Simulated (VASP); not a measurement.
# Ti3SiN3 in VASP: a series of runs

Ti3SiN3 is run at these levels: PBE; tasks: relaxation of the atoms, single point.

Program: VASP 6.6.1. These are calculated values, not measurements. Logs are shortened: lines on timing, memory, paths and dates and some standing lists are left out, and cuts for length are marked.

**1. The cell of the first run**

The cell holds a slab with vacuum, 7 atoms: a = 3.003 Å, b = 3.003 Å, c = 21.554 Å, α = 90.00°, β = 90.00°, γ = 120.00°.

**2. Relaxation of the atoms, PBE**

Contents of INCAR:

```
PREC = Accurate
ENCUT = 520
EDIFF = 1E-6
ISMEAR = 0
SIGMA = 0.1
LREAL = F
LASPH = T
NELM = 60
ALGO = Normal
ISIF = 2
LWAVE = F
LCHARG = F
LDIPOL = T
IDIPOL = 3
DIPOL = 0.5 0.5 0.366
GGA = PE
IBRION = 2
NSW = 36
EDIFFG = -0.025
```

Contents of KPOINTS:

```
regular mesh
0
Gamma
  9 9 1
```

Contents of POSCAR:

```
Ti3SiN3
1.0
    3.0028555065      0.0000000000      0.0000000000
   -1.5014277533      2.6005491526      0.0000000000
    0.0000000000      0.0000000000     21.5541471922
N Ti Si
3 3 1
Selective dynamics
Direct
    0.3333333333      0.6666666667      0.1855791354  F F F
    0.0000000000      0.0000000000      0.2993308525  F F F
    0.6666666667      0.3333333333      0.4147299352  F F F
    0.6666666667      0.3333333333      0.2424549940  F F F
    0.3333333333      0.6666666667      0.3575097830  F F F
    0.0000000000      0.0000000000      0.4664599858  F F F
    0.0000000000      0.0000000000      0.5926537978  F F T
```

Potentials or basis: VASP PAW PBE potentials, release 64 (N, Ti_sv, Si).

Started as:

```
$ cat potpaw_PBE.64/N/POTCAR potpaw_PBE.64/Ti_sv/POTCAR potpaw_PBE.64/Si/POTCAR > POTCAR
$ mpirun -np 1 vasp_std > vasp.out
```

OUTCAR:

```text
PREC = Accurate
   ENCUT = 520
   EDIFF = 1E-6
   ISMEAR = 0
   LREAL = F
   LASPH = T
   NELM = 60
   ISIF = 2
   GGA = PE
   IBRION = 2
   NSW = 36
   EDIFFG = -0.025

 ion  position               nearest neighbor table
   1  0.333  0.667  0.186-   4 2.12   4 2.12   4 2.12
   2  0.000  0.000  0.299-   4 2.12   4 2.12   4 2.12   5 2.14   5 2.14   5 2.14
   3  0.667  0.333  0.415-   6 2.06   6 2.06   6 2.06   5 2.13   5 2.13   5 2.13
   4  0.667  0.333  0.242-   2 2.12   2 2.12   2 2.12   1 2.12   1 2.12   1 2.12
   5  0.333  0.667  0.358-   3 2.13   3 2.13   3 2.13   2 2.14   2 2.14   2 2.14   6 2.92   6 2.92
                             6 2.92
   6  0.000  0.000  0.466-   3 2.06   3 2.06   3 2.06   7 2.72   5 2.92   5 2.92   5 2.92
   7  0.000  0.000  0.593-   6 2.72

  LATTYP: Found a hexagonal cell.
 ALAT       =     3.0028555065
 C/A-ratio  =     7.1778835663

  Lattice vectors:

 A1 = (   3.0028555065,   0.0000000000,   0.0000000000)
 A2 = (  -1.5014277533,   2.6005491526,   0.0000000000)
 A3 = (   0.0000000000,   0.0000000000,  21.5541471922)

Analysis of symmetry for initial positions (statically):
=====================================================================
 Subroutine PRICEL returns:
 Original cell was already a primitive cell.

 Routine SETGRP: Setting up the symmetry group for a
 hexagonal supercell.

 Subroutine GETGRP returns: Found  6 space group operations
 (whereof  6 operations were pure point group operations)
 out of a pool of 24 trial point group operations.

The static configuration has the point symmetry C_3v.

Analysis of symmetry for dynamics (positions and initial velocities):
=====================================================================
 Subroutine PRICEL returns:
 Original cell was already a primitive cell.

 Routine SETGRP: Setting up the symmetry group for a
 hexagonal supercell.

 Subroutine GETGRP returns: Found  6 space group operations
 (whereof  6 operations were pure point group operations)
 out of a pool of 24 trial point group operations.

The dynamic configuration has the point symmetry C_3v.

Analysis of constrained symmetry for selective dynamics:
=====================================================================
 Subroutine PRICEL returns:
 Original cell was already a primitive cell.

 Routine SETGRP: Setting up the symmetry group for a
 hexagonal supercell.

 Subroutine GETGRP returns: Found  6 space group operations
 (whereof  6 operations were pure point group operations)
 out of a pool of 24 trial point group operations.

The constrained configuration has the point symmetry C_3v.

 Subroutine INISYM returns: Found  6 space group operations
 (whereof  6 operations are pure point group operations),
 and found     1 'primitive' translations

----------------------------------------------------------------------------------------

                                     Primitive cell

  volume of cell :     168.3179

  direct lattice vectors                    reciprocal lattice vectors
     3.002855506  0.000000000  0.000000000     0.333016357  0.192267083  0.000000000
    -1.501427753  2.600549153  0.000000000     0.000000000  0.384534166  0.000000000
     0.000000000  0.000000000 21.554147192     0.000000000  0.000000000  0.046394784

  length of vectors
     3.002855506  3.002855507 21.554147192     0.384534166  0.384534166  0.046394784

  position of ions in fractional coordinates (direct lattice)
     0.333333333  0.666666667  0.185579135
     0.000000000  0.000000000  0.299330852
     0.666666667  0.333333333  0.414729935
     0.666666667  0.333333333  0.242454994
     0.333333333  0.666666667  0.357509783
     0.000000000  0.000000000  0.466459986
     0.000000000  0.000000000  0.592653798

  ion indices of the primitive-cell ions
   primitive index   ion index
                 1           1
                 2           2
                 3           3
                 4           4
                 5           5
                 6           6
                 7           7

----------------------------------------------------------------------------------------

 KPOINTS: regular mesh

Automatic generation of k-mesh.
 Grid dimensions read from file:
 generate k-points for:    9    9    1

 Generating k-lattice:

  Cartesian coordinates                     Fractional coordinates (reciprocal lattice)
     0.037001817  0.021363009  0.000000000     0.111111111  0.000000000  0.000000000
     0.000000000  0.042726018  0.000000000     0.000000000  0.111111111  0.000000000
     0.000000000  0.000000000  0.046394784     0.000000000  0.000000000  1.000000000

  Length of vectors
     0.042726018  0.042726018  0.046394784

  Shift w.r.t. Gamma in fractional coordinates (k-lattice)
     0.000000000  0.000000000  0.000000000

 Subroutine IBZKPT returns following result:
 ===========================================

 Found     12 irreducible k-points:

 Following reciprocal coordinates:
            Coordinates               Weight
  0.000000  0.000000  0.000000      1.000000
  0.111111  0.000000  0.000000      6.000000
  0.222222 -0.000000  0.000000      6.000000
  0.333333  0.000000  0.000000      6.000000
  0.444444 -0.000000  0.000000      6.000000
  0.111111  0.111111  0.000000      6.000000
  0.222222  0.111111  0.000000     12.000000
  0.333333  0.111111  0.000000     12.000000
  0.444444  0.111111  0.000000      6.000000
  0.222222  0.222222  0.000000      6.000000
  0.333333  0.222222  0.000000     12.000000
  0.333333  0.333333  0.000000      2.000000
   k-points           NKPTS =     12   k-points in BZ     NKDIM =     12   number of bands    NBANDS=     33
   number of dos      NEDOS =    301   number of ions     NIONS =      7
   total plane-waves  NPLWV =  92160
   dimension x,y,z NGX =    24 NGY =   24 NGZ =  160
   dimension x,y,z NGXF=    48 NGYF=   48 NGZF=  320
   ions per type =               3   3   1
   NGX,Y,Z   is equivalent  to a cutoff of  13.29, 13.29, 12.34 a.u.
   NGXF,Y,Z  is equivalent  to a cutoff of  26.57, 26.57, 24.68 a.u.
 SYSTEM =  unknown system
   PREC   = accura    normal or accurate (medium, high low for compatibility)
   ISTART =      0    job   : 0-new  1-cont  2-samecut
   ICHARG =      2    charge: 1-file 2-atom 10-const
   ISPIN  =      1    spin polarized calculation?
   LNONCOLLINEAR =      F non collinear calculations
   LSORBIT =      F    spin-orbit coupling
   LASPH  =      T    aspherical Exc in radial PAW
   ENCUT  =  520.0 eV  38.22 Ry    6.18 a.u.   5.58  5.58 40.08*2*pi/ulx,y,z
   NELM   =     60;   NELMIN=  2; NELMDL= -5     # of ELM steps
   EDIFF  = 0.1E-05   stopping-criterion for ELM
   LREAL  =      F    real-space projection
   EDIFFG = -.3E-01   stopping-criterion for IOM
   NSW    =     36    number of steps for IOM
   IBRION =      2    ionic relax: 0-MD 1-quasi-New 2-CG
   NFREE  =      1    steps in history (QN), initial steepest desc. (CG)
   ISIF   =      2    stress and relaxation
   ISYM   =      2    0-nonsym 1-usesym 2-fastsym
   POTIM  = 0.5000    time-step for ionic-motion
   TEBEG  =    0.0;   TEEND  =   0.0 temperature during run
   PSTRESS=    0.0 pullay stress
   NELECT =      55.0000    total number of electrons
   NUPDOWN=      -1.0000    fix difference up-down
   EMIN   =  10.00;   EMAX   =-10.00  energy-range for DOS
   EFERMI =   0.00;   METHOD = LEGACY
   ISMEAR =     0;   SIGMA  =   0.10  broadening in eV -4-tet -1-fermi 0-gaus
   EFERMI_NEDOS =   21; number of points for ismear=-14 and -15
   IALGO  =     38    algorithm
   IMIX   =      4    mixing-type and parameters
     AMIX     =   0.40;   BMIX     =  1.00
     AMIX_MAG =   1.60;   BMIX_MAG =  1.00
  volume/ion in A,a.u.               =      24.05       162.27
  Fermi-wavevector in a.u.,A,eV,Ry     =   1.127593  2.130841 17.299337  1.271465
  Thomas-Fermi vector in A             =   2.264279
   LORBIT       =      0    0 simple, 1 ext, 2 COOP (PROOUT), +10 PAW based schemes
   GGA     = PE    functional components
   LHFCALC =     F    Hartree Fock is set to
   AEXX    =    0.0000 exact exchange contribution
   IVDW    =     0    specifies the selected vdW correction
   LEPSILON=     F    determine dielectric tensor
   LRPA    =     F    only Hartree local field effects (RPA)
 conjugate gradient relaxation of ions
 non-spin polarized calculation
 Gauss-broadening in eV      SIGMA  =   0.10
  energy-cutoff  :      520.00
  volume of cell :      168.32
 maximum number of plane-waves:      4581
 NGX is ok and might be reduce to    24
   NGX = 11   NGY = 11   NGZ = 81

 dipolmoment           0.000000      0.000000      0.594543 electrons x Angstroem

--------------------------------------- Ionic step        1  -------------------------------------------

 number of electron      55.0000013 magnetization

 Free energy of the ion-electron system (eV)
  ---------------------------------------------------
  ext. energy  EPLUGINS =         0.00000000
  ---------------------------------------------------
  free energy    TOTEN  =       -59.34171187 eV

  energy without entropy =      -59.32267539  energy(sigma->0) =      -59.33219363

------------------------ aborting loop because EDIFF is reached ----------------------------------------

  FORCE on cell =-STRESS in cart. coord.  units (eV):
  Direction    XX          YY          ZZ          XY          YZ          ZX
  --------------------------------------------------------------------------------------
  -------------------------------------------------------------------------------------
  Total       -3.4655997     -3.4655997     -5.1100867      0.0000000      0.0000000     -0.0000000
  in kB      -32.9882014    -32.9882014    -48.6416736      0.0000000      0.0000000     -0.0000000
  external PRESSURE =     -38.2060255 kB  Pullay stress =       0.0000000 kB
[... 192 lines left out ...]
--------------------------------------- Ionic step        6  -------------------------------------------

 number of electron      55.0000014 magnetization

 dipolmoment           0.000000      0.000000     -0.145611 electrons x Angstroem

 Free energy of the ion-electron system (eV)
  ---------------------------------------------------
  ext. energy  EPLUGINS =         0.00000000
  ---------------------------------------------------
  free energy    TOTEN  =       -59.41496713 eV

  energy without entropy =      -59.39788872  energy(sigma->0) =      -59.40642792

 E-fermi :   0.7287     XC(G=0):  -6.5345

 val. band max:        0.6756846185   @ k =   0.3333   0.3333   0.0000
 cond. band min:       0.7350812564   @ k =   0.1111   0.0000   0.0000
 fundamental gap:      0.0593966379
 Fermi energy:         0.7286997418

 k-point     1 :       0.0000    0.0000    0.0000
  band No.  band energies     occupation
      1     -56.8422      2.00000
      2     -56.3693      2.00000
      3     -55.8064      2.00000
      4     -33.2640      2.00000
      5     -32.9039      2.00000
      6     -32.9039      2.00000
[... 421 lines left out ...]
     32       2.4086      0.00000
     33       2.5724      0.00000

------------------------ aborting loop because EDIFF is reached ----------------------------------------

 vacuum level on the upper side and lower side of the slab       (xc-potential included)        -1.932         1.358

  FORCE on cell =-STRESS in cart. coord.  units (eV):
  Direction    XX          YY          ZZ          XY          YZ          ZX
  --------------------------------------------------------------------------------------
  -------------------------------------------------------------------------------------
  Total       -3.2134314     -3.2134314     -3.1244401      0.0000000      0.0000000      0.0000000
  in kB      -30.5878725    -30.5878725    -29.7407855      0.0000000      0.0000000      0.0000000
  external PRESSURE =     -30.3055102 kB  Pullay stress =       0.0000000 kB
[... 22 lines left out ...]
  FREE ENERGIE OF THE ION-ELECTRON SYSTEM (eV)
  ---------------------------------------------------
  free  energy   TOTEN  =       -59.4149671274 eV

  energy  without entropy=      -59.3978887169  energy(sigma->0) =      -59.40642792

 reached required accuracy - stopping structural energy minimisation

 vacuum level on the upper side and lower side of the slab         5.342         8.713
```

Wall time 9.1 min (1 thread of Intel Xeon 8259CL, shared host); peak memory 0.33 GiB.

What came out:

| Property | Result |
| --- | --- |
| Free energy | -59.4150 eV |
| Energy gained by relaxing | 10.5 meV/atom |
| Ionic steps | 6 |
| Band gap on the k mesh | zero (an odd number of electrons rules out a gap without spin polarisation) |

Step by step:
| step | energy change (eV) | largest force on free atoms (eV/Å) | pressure (GPa) |
| --- | --- | --- | --- |
| 1 | 0.0000 | 0.6889 | -3.82 |
| 2 | -0.0216 | 0.6054 | -3.71 |
| 3 | -0.0660 | 0.2596 | -3.30 |
| 4 | -0.0036 | 1.0564 | -2.06 |
| 5 | -0.0727 | 0.0762 | -3.10 |
| 6 | -0.0733 | 0.0039 | -3.03 |

Final structure:
```yaml
crystal:
  lattice:
    - [3.00286, 0.00000, 0.00000]
    - [-1.50143, 2.60055, 0.00000]
    - [0.00000, 0.00000, 21.55415]
  atoms:
    - { symbol: N, position: [0.33333, 0.66667, 0.18558] }
    - { symbol: N, position: [0.00000, 0.00000, 0.29933] }
    - { symbol: N, position: [0.66667, 0.33333, 0.41473] }
    - { symbol: Ti, position: [0.66667, 0.33333, 0.24246] }
    - { symbol: Ti, position: [0.33333, 0.66667, 0.35751] }
    - { symbol: Ti, position: [0.00000, 0.00000, 0.46646] }
    - { symbol: Si, position: [0.00000, 0.00000, 0.58395] }
```

Levels at points of the mesh, in eV from the Fermi level:
| k point | band 24 | band 25 | band 26 | band 27 | band 28 | band 29 | band 30 | band 31 |
| --- | --- | --- | --- | --- | --- | --- | --- | --- |
| (0.00, 0.00, 0.00) | -1.11 | -0.27 | -0.27 | 0.31 | 0.31 | 0.45 | 1.50 | 1.50 |

**3. Single point, PBE**

Contents of INCAR:

```
SYSTEM = Ti3SiN3
ALGO     = Normal         ! electronic algorithm
DIPOL    = 0.5 0.5 0.364
EDIFF    = 1E-6           ! SCF threshold, eV
ENCUT    = 520            ! plane-wave cutoff, eV
GGA      = PE             ! functional
IDIPOL   = 3            
ISIF     = 2              ! what is computed and relaxed
ISMEAR   = 0              ! smearing method
LASPH    = .TRUE.         ! aspherical terms in the spheres
LCHARG   = .FALSE.        ! write CHGCAR
LDIPOL   = .TRUE.       
LREAL    = .FALSE.        ! projectors in reciprocal space
LWAVE    = .FALSE.        ! write WAVECAR
NBANDS   = 36             ! bands
NELM     = 100            ! most SCF steps
PREC     = Accurate       ! precision mode
SIGMA    = 0.1            ! smearing width, eV
```

Contents of KPOINTS:

```
k-points
0
G
  9 9 1
  0 0 0
```

Contents of POSCAR:

```
Ti3SiN3
1.0
    3.0028555065      0.0000000000      0.0000000000
   -1.5014277533      2.6005491525      0.0000000000
    0.0000000000      0.0000000000     21.5541471922
N Ti Si
3 3 1
Direct
    0.3333333333      0.6666666667      0.1855791354
    0.0000000000      0.0000000000      0.2993308525
    0.6666666667      0.3333333333      0.4147299352
    0.6666666667      0.3333333333      0.2424549940
    0.3333333333      0.6666666667      0.3575097830
    0.0000000000      0.0000000000      0.4664599858
    0.0000000000      0.0000000000      0.5840032703
```

Potentials or basis: VASP PAW PBE potentials, release 64 (N, Ti_sv, Si).

Started as:

```
$ cat potpaw_PBE.64/N/POTCAR potpaw_PBE.64/Ti_sv/POTCAR potpaw_PBE.64/Si/POTCAR > POTCAR
$ mpirun -np 1 vasp_std > vasp.out
```

Run time: 83 s. Hardware: 1 thread of Intel Xeon 6975P-C (Granite Rapids), shared host; peak memory 0.31 GiB.

Results (log left out):

```yaml
Free_energy: -59.4150 eV
Largest_force: 5.490 eV/Å
Band_gap_on_the_k_mesh: zero (an odd number of electrons rules out a gap without spin polarisation)
```

Forces on the atoms (eV/Å):
```
N    0.000  0.000  4.243
N    0.000  0.000  1.294
N    0.000  0.000 -0.095
Ti   0.000  0.000 -5.490
Ti   0.000  0.000 -0.281
Ti   0.000  0.000  0.330
Si   0.000  0.000 -0.002
```

Levels at points of the mesh, in eV from the Fermi level:
| k point | band 24 | band 25 | band 26 | band 27 | band 28 | band 29 | band 30 | band 31 |
| --- | --- | --- | --- | --- | --- | --- | --- | --- |
| (0.00, 0.00, 0.00) | -1.11 | -0.27 | -0.27 | 0.31 | 0.31 | 0.45 | 1.50 | 1.50 |

[end of part 1 of 3]
